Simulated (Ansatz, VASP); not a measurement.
# BeCd2Se3 in VASP and in Ansatz

The input INCAR:

```
SYSTEM = BeCd2Se3
ALGO = Normal ; EDIFF = 1E-6
EDIFFG = -0.01 ; ENCUT = 600
GGA = PE ; IBRION = 2
ISIF = 3 ; ISMEAR = 0
LASPH = .TRUE. ; LCHARG = .FALSE.
LREAL = .FALSE. ; LWAVE = .FALSE.
NELM = 80 ; NSW = 100
PREC = Accurate ; SIGMA = 0.1
```

File KPOINTS:

```
k-points
0
G
  6 6 10
  0 0 0
```

The input POSCAR:

```
BeCd2Se3
1.0
    6.7488076851      0.0000000000      0.0000000000
   -3.3744038426      5.8446389006      0.0000000000
    0.0000000000      0.0000000000      4.0741034500
Be Cd Se
1 2 3
Direct
    0.0000000000      0.0000000000      0.0000000000
    0.3333333333      0.6666666667      0.0000000000
    0.6666666667      0.3333333333      0.0000000000
    0.5000000000      0.0000000000      0.5000000000
    0.5000000000      0.5000000000      0.5000000000
    0.0000000000      0.5000000000      0.5000000000
```

Input for Ansatz:

```yaml
crystal:
  lattice:
    - [6.7488076851, 0.0, 0.0]
    - [-3.3744038426, 5.8446389006, 0.0]
    - [0.0, 0.0, 4.07410345]
  atoms:
    - { symbol: Be, position: [0.0, 0.0, 0.0] }
    - { symbol: Cd, position: [0.3333333333, 0.6666666667, 0.0] }
    - { symbol: Cd, position: [0.6666666667, 0.3333333333, 0.0] }
    - { symbol: Se, position: [0.5, 0.0, 0.5] }
    - { symbol: Se, position: [0.5, 0.5, 0.5] }
    - { symbol: Se, position: [0.0, 0.5, 0.5] }
basis:
  ecutwfc: 420
kpoints:
  mp_grid: { grid: [6, 6, 10] }
hamiltonian:
  xc: pbe
scf:
  occupations: { method: gaussian, width: 0.1 }
output:
  forces: true
  stress: true
  eigenvalues: true
  write_density: true
  write_potential: true
  elf: true
  volumetric_format: npy
relax:
  adjacent_minimum: "off"
  f_tol: 0.01
  max_steps: 80
  cell: { stress_tol: 0.05 }
```

Change from the starting cell: species swapped into the GdB2Ru3 type (P6/mmm, No. 191).

Alike in both runs: task relaxation of cell and atoms; functional PBE; k mesh 6 × 6 × 10; occupations gaussian, width 0.1 eV; no spin polarisation.

|  | VASP | Ansatz |
| --- | --- | --- |
| version | VASP 6.6.1 | Ansatz 0.2.0 |
| potentials or method | VASP PAW PBE potentials, release 64 (Be, Cd, Se), cutoff 600 eV | scalar-relativistic, plane waves, PAW |
| valence electrons in the cell | 44 | 90 |

Ansatz gave:

```
gap on the k mesh at the Fermi level, each at its own relaxed structure (eV) : none
relaxed volume (Å³/atom)                                                     : 27.27
relaxed cell length with the largest relative difference (Å)                 : 3.986
```

**Question.** Estimate VASP's values.

**Answer.** gap on the k mesh at the Fermi level, each at its own relaxed structure (eV): none; relaxed volume (Å³/atom): 27.40; relaxed cell length with the largest relative difference (Å): 3.995.

A gap of «none» marks a metal or a gap that the smearing closes. VASP's potentials hold 44 valence electrons a cell and Ansatz's 90, so a difference there can come from the potentials and not from the codes.
